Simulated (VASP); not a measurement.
A run of VASP 6.6.1 is set up as follows.

The input INCAR:

```
ALGO = Normal
EDIFF = 1E-6
ENCUT = 500
GGA = PS
GGA_COMPAT = F
ISIF = 2
ISMEAR = 0
LASPH = T
LCHARG = F
LREAL = F
LWAVE = F
NBANDS = 14
NELM = 120
PREC = Accurate
SIGMA = 0.02
```

Contents of KPOINTS:

```
k-points
0
Gamma
  8 8 8
```

The input POSCAR:

```
NaCl
1.0
    0.0000000000      2.6117536964      2.6117536964
    2.6117536964      0.0000000000      2.6117536964
    2.6117536964      2.6117536964      0.0000000000
Na Cl
1 1
Direct
    0.0000000000      0.0000000000      0.0000000000
    0.5000000000      0.5000000000      0.5000000000
```

Potentials or basis: VASP PAW PBE potentials, release 64 (Na_pv, Cl).

Launch:

```bash
$ cat potpaw_PBE.64/Na_pv/POTCAR potpaw_PBE.64/Cl/POTCAR > POTCAR
$ mpirun -np 1 vasp_std > vasp.out
```

(1) Estimate the pressure.

(2) Predict the band gap on the k mesh.

Answers

(1) 9.0 GPa.

(2) 5.94 eV.

Caveat: the cell stands under pressure; the PAW data sets were made with another functional, which shifts forces and pressure a little.
